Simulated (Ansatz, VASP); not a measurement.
Two plane-wave programs on LaB6

```
La B
1.0
     4.12448    0.00000    0.00000
     0.00000    4.12448    0.00000
     0.00000    0.00000    4.12448
La B
1 6
Direct
  0.00000 0.00000 0.00000
  0.19979 0.50000 0.50000
  0.80021 0.50000 0.50000
  0.50000 0.50000 0.19979
  0.50000 0.50000 0.80021
  0.50000 0.19979 0.50000
  0.50000 0.80021 0.50000
```

Alike in both runs: functional r2SCAN; k mesh 8 × 8 × 8; occupations gaussian, width 0.05 eV; no spin polarisation.

Ansatz relaxed the structure, and its values are those at the end. VASP's run is a single point on that final structure, the one shown.

|  | VASP | Ansatz |
| --- | --- | --- |
| version | VASP 6.6.1 | Ansatz 0.2.0 |
| potentials or method | VASP PAW PBE potentials, release 64 (La, B), cutoff 520 eV | scalar-relativistic, plane waves, PAW |
| valence electrons in the cell | 29 | 29 |

Ansatz gave:

```
gap on the k mesh at the Fermi level (eV) : none
pressure (GPa)                            : 3.8
rms of the force components (eV/Å)        : 0.000
```

Problem. Estimate VASP's values.

Solution. gap on the k mesh at the Fermi level (eV): none; pressure (GPa): 3.8; rms of the force components (eV/Å): 0.014.

VASP's potentials were made for PBE, not for r2SCAN. A gap of «none» marks a metal or a gap that the smearing closes. Ansatz's warnings: stress scf threshold loose.

Spin-orbit coupling is off throughout.
